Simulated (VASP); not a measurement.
The system is Ta.

```
Ta
1.0
     0.00000    3.99765    3.99765
     3.99765    0.00000    3.99765
     3.99765    3.99765    0.00000
Ta
6
Direct
  0.62500 0.62500 0.62500
  0.62500 0.62500 0.12500
  0.62500 0.12500 0.62500
  0.12500 0.62500 0.62500
  0.00000 0.00000 0.00000
  0.25000 0.25000 0.25000
```

- Program: VASP 6.6.1
- Task: relaxation of cell and atoms
- Functional: PBE
- Potentials or basis: VASP PAW PBE potentials, release 64 (Ta_pv)
- Cutoff: 600 eV
- k mesh: 4 × 4 × 4
- Occupations: gaussian, width 0.1 eV
- Spin: no spin polarisation

At the start: pressure -17.9 GPa; volume 21.30 Å³/atom.

Question: Where does the relaxation end?

Answer: Over 5 steps the energy falls by 147.8 meV/atom and the volume is 18.89 Å³/atom (-11.3 %); space group Fd-3m (No. 227, to 0.05 Å).

The path:
| step | energy change (eV) | largest force (eV/Å) | pressure (GPa) | volume (Å³) |
| --- | --- | --- | --- | --- |
| 1 | 0.0000 | 0.0000 | -17.95 | 127.77 |
| 2 | 3.9697 | 0.0000 | 77.65 | 88.54 |
| 3 | -0.8805 | 0.0000 | -1.80 | 114.44 |
| 4 | -0.8864 | 0.0000 | -0.51 | 113.63 |
| 5 | -0.8869 | 0.0000 | 0.00 | 113.31 |

Final structure:
```xyz
6
Lattice="0.0000 3.8408 3.8408 3.8408 0.0000 3.8408 3.8408 3.8408 0.0000" Properties=species:S:1:pos:R:3 pbc="T T T"
Ta    4.8010    4.8010    4.8010
Ta    2.8806    2.8806    4.8010
Ta    2.8806    4.8010    2.8806
Ta    4.8010    2.8806    2.8806
Ta    0.0000    0.0000    0.0000
Ta    1.9204    1.9204    1.9204
```
